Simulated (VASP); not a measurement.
# BeS (F-43m) in VASP: single point with HSE06

Aim: the single point of BeS with HSE06.

Program: VASP 6.6.1. These are calculated values, not measurements. Logs are shortened: lines on timing, memory, paths and dates and some standing lists are left out, and cuts for length are marked.

### 1 The cell of the first run

It takes space group F-43m (No. 216, cubic). Conventional cell: a = 4.876 Å, b = 4.876 Å, c = 4.876 Å, α = 90.00°, β = 90.00°, γ = 90.00°. Be (site symmetry -43m) has 4 S at 2.11 Å within 2.8 Å. S (site symmetry -43m) has 4 Be at 2.11 Å within 2.8 Å.

### 2 Single point, HSE06

Contents of POSCAR:

```
BeS
1.0
    0.0000000000      2.4380675047      2.4380675047
    2.4380675047      0.0000000000      2.4380675047
    2.4380675047      2.4380675047      0.0000000000
Be S
1 1
Direct
    0.0000000000      0.0000000000      0.0000000000
    0.7500000000      0.7500000000      0.7500000000
```

Contents of INCAR.step1:

```
SYSTEM = BeS
  ALGO = Normal
  EDIFF = 1E-5
  ENCUT = 520
  GGA = PE
  ISIF = 2
  ISMEAR = 0
  LASPH = .True.
  LCHARG = .False.
  LREAL = .False.
  LWAVE = .True.
  NBANDS = 11
  NELM = 80
  PREC = Accurate
  SIGMA = 0.02
```

Contents of INCAR.step2:

```
SYSTEM = BeS
  ALGO = Normal
  EDIFF = 1E-7
  ENCUT = 520
  GGA = PE
  HFSCREEN = 0.2079
  ISIF = 2
  ISMEAR = 0
  ISTART = 1
  LASPH = .True.
  LCHARG = .False.
  LHFCALC = .True.
  LREAL = .False.
  LWAVE = .False.
  NBANDS = 11
  NELM = 80
  PREC = Accurate
  PRECFOCK = Normal
  SIGMA = 0.02
```

Contents of KPOINTS:

```
k-points
0
Gamma
  6 6 6
  0 0 0
```

Potentials or basis: VASP PAW PBE potentials, release 64 (Be, S).

The run is started by

```bash
cat potpaw_PBE.64/Be/POTCAR potpaw_PBE.64/S/POTCAR > POTCAR
cp INCAR.step1 INCAR
mpirun -np 1 vasp_std > vasp.out
cp INCAR.step2 INCAR
mpirun -np 1 vasp_std > vasp.out
```

OUTCAR:

```text
SYSTEM = BeS
   EDIFF = 1E-7
   ENCUT = 520
   GGA = PE
   HFSCREEN = 0.2079
   ISIF = 2
   ISMEAR = 0
   ISTART = 1
   LASPH = .True.
   LHFCALC = .True.
   LREAL = .False.
   NELM = 80
   PREC = Accurate
   PRECFOCK = Normal

 ion  position               nearest neighbor table
   1  0.000  0.000  0.000-   2 2.11   2 2.11   2 2.11   2 2.11
   2  0.750  0.750  0.750-   1 2.11   1 2.11   1 2.11   1 2.11

  LATTYP: Found a face centered cubic cell.
 ALAT       =     4.8761350094

  Lattice vectors:

 A1 = (   0.0000000000,   2.4380675047,   2.4380675047)
 A2 = (   2.4380675047,   0.0000000000,   2.4380675047)
 A3 = (   2.4380675047,   2.4380675047,   0.0000000000)

Analysis of symmetry for initial positions (statically):
=====================================================================
 Subroutine PRICEL returns:
 Original cell was already a primitive cell.

 Routine SETGRP: Setting up the symmetry group for a
 face centered cubic supercell.

 Subroutine GETGRP returns: Found 24 space group operations
 (whereof 24 operations were pure point group operations)
 out of a pool of 48 trial point group operations.

The static configuration has the point symmetry T_d .

Analysis of symmetry for dynamics (positions and initial velocities):
=====================================================================
 Subroutine PRICEL returns:
 Original cell was already a primitive cell.

 Routine SETGRP: Setting up the symmetry group for a
 face centered cubic supercell.

 Subroutine GETGRP returns: Found 24 space group operations
 (whereof 24 operations were pure point group operations)
 out of a pool of 48 trial point group operations.

The dynamic configuration has the point symmetry T_d .

 Subroutine INISYM returns: Found 24 space group operations
 (whereof 24 operations are pure point group operations),
 and found     1 'primitive' translations

----------------------------------------------------------------------------------------

                                     Primitive cell

  volume of cell :      28.9846

  direct lattice vectors                    reciprocal lattice vectors
     0.000000000  2.438067505  2.438067505    -0.205080458  0.205080458  0.205080458
     2.438067505  0.000000000  2.438067505     0.205080458 -0.205080458  0.205080458
     2.438067505  2.438067505  0.000000000     0.205080458  0.205080458 -0.205080458

  length of vectors
     3.447948131  3.447948131  3.447948131     0.355209773  0.355209773  0.355209773

  position of ions in fractional coordinates (direct lattice)
     0.000000000  0.000000000  0.000000000
[... 88 lines left out ...]
     AMIX     =   0.40;   BMIX     =  1.00
     AMIX_MAG =   1.60;   BMIX_MAG =  1.00
  volume/ion in A,a.u.               =      14.49        97.80
  Fermi-wavevector in a.u.,A,eV,Ry     =   1.065898  2.014256 15.458112  1.136139
  Thomas-Fermi vector in A             =   2.201465
   LORBIT       =      0    0 simple, 1 ext, 2 COOP (PROOUT), +10 PAW based schemes
   GGA     = PE    functional components
   LHFCALC =     T    Hartree Fock is set to
   PRECFOCK=normal    Normal, Fast or Accurate (Low or Medium for compatibility)
   ENCUT4O =  -1.0   cutoff for four orbital integrals eV
   NKREDX  =     1    reduce k-point grid by
   NKREDY  =     1    reduce k-point grid by
   NKREDZ  =     1    reduce k-point grid by
   AEXX    =    0.2500 exact exchange contribution
   HFSCREEN=    0.2079 screening length (either q_TF or 0.3 A-1)
   HFSCREENC=   0.2079 screening length for correlation (either q_TF or 0.3 A-1)
   ENCUTFOCK=  -1.0 apply spherical cutoff to Coloumb kernel
   IVDW    =     0    specifies the selected vdW correction
   LEPSILON=     F    determine dielectric tensor
   LRPA    =     F    only Hartree local field effects (RPA)
 non-spin polarized calculation
 Gauss-broadening in eV      SIGMA  =   0.02
  energy-cutoff  :      520.00
  volume of cell :       28.98
 maximum number of plane-waves:       797
 NGX is ok and might be reduce to    28
  NGX = 20; NGY = 20; NGZ = 20

 number of electron       7.9999999 magnetization

 Free energy of the ion-electron system (eV)
  ---------------------------------------------------
  ext. energy  EPLUGINS =         0.00000000
  ---------------------------------------------------
  free energy    TOTEN  =       -11.38642927 eV

  energy without entropy =      -11.38642927  energy(sigma->0) =      -11.38642927

 E-fermi :   3.5002     XC(G=0):  -8.0357

 val. band max:        3.3549501532   @ k =   0.0000   0.0000   0.0000
 cond. band min:       7.4415956304   @ k =   0.5000   0.5000   0.0000
 fundamental gap:      4.0866454772
 Fermi energy:         3.5002226541

 k-point     1 :       0.0000    0.0000    0.0000
  band No.  band energies     occupation
      1     -11.6154      2.00000
      2       3.3550      2.00000
      3       3.3550      2.00000
      4       3.3550      2.00000
      5      10.2255      0.00000
      6      10.2255      0.00000
      7      10.2255      0.00000
      8      10.2767      0.00000
      9      17.5901      0.00000
     10      17.5901      0.00000
     11      19.4980      0.00000
[... 197 lines left out ...]
 k-point    16 :      -0.3333    0.5000    0.1667
  band No.  band energies     occupation
      1      -9.2538      2.00000
      2      -1.6386      2.00000
      3      -0.2963      2.00000
      4      -0.0095      2.00000
      5       9.5491      0.00000
      6      11.1805      0.00000
      7      14.7482      0.00000
      8      15.2526      0.00000
      9      19.3525      0.00000
     10      19.4228      0.00000
     11      22.0001      0.00000

------------------------ aborting loop because EDIFF is reached ----------------------------------------

  FORCE on cell =-STRESS in cart. coord.  units (eV):
  Direction    XX          YY          ZZ          XY          YZ          ZX
  --------------------------------------------------------------------------------------
  -------------------------------------------------------------------------------------
  Total       -0.2688799     -0.2688799     -0.2688799      0.0000000      0.0000000      0.0000000
  in kB      -14.8628408    -14.8628408    -14.8628408      0.0000000      0.0000000      0.0000000
  external PRESSURE =     -14.8628408 kB  Pullay stress =       0.0000000 kB

 VOLUME and BASIS-vectors are now :
 -----------------------------------------------------------------------------
  energy-cutoff  :      520.00
  volume of cell :       28.98
      direct lattice vectors                 reciprocal lattice vectors
     0.000000000  2.438067505  2.438067505    -0.205080458  0.205080458  0.205080458
     2.438067505  0.000000000  2.438067505     0.205080458 -0.205080458  0.205080458
     2.438067505  2.438067505  0.000000000     0.205080458  0.205080458 -0.205080458

 POSITION                                       TOTAL-FORCE (eV/Angst)
 -----------------------------------------------------------------------------------
      0.00000      0.00000      0.00000        -0.000000     -0.000000     -0.000000
      3.65710      3.65710      3.65710         0.000000      0.000000      0.000000
 -----------------------------------------------------------------------------------
    total drift:                               -0.000000      0.000000      0.000000

  FREE ENERGIE OF THE ION-ELECTRON SYSTEM (eV)
  ---------------------------------------------------
  free  energy   TOTEN  =       -11.3864292679 eV

  energy  without entropy=      -11.3864292679  energy(sigma->0) =      -11.38642927
```

It took 5.9 min on 1 thread of AMD EPYC 7R13 (Zen 3), shared host; peak memory 0.23 GiB.

Results:

```yaml
Free_energy: -11.3864 eV
Pressure: -1.5 GPa
Band_gap_on_the_k_mesh: 4.09 eV (least direct gap 6.87 eV)
```

Caveat: the PAW data sets were made with another functional, which shifts forces and pressure a little. A k mesh can miss the band edges.
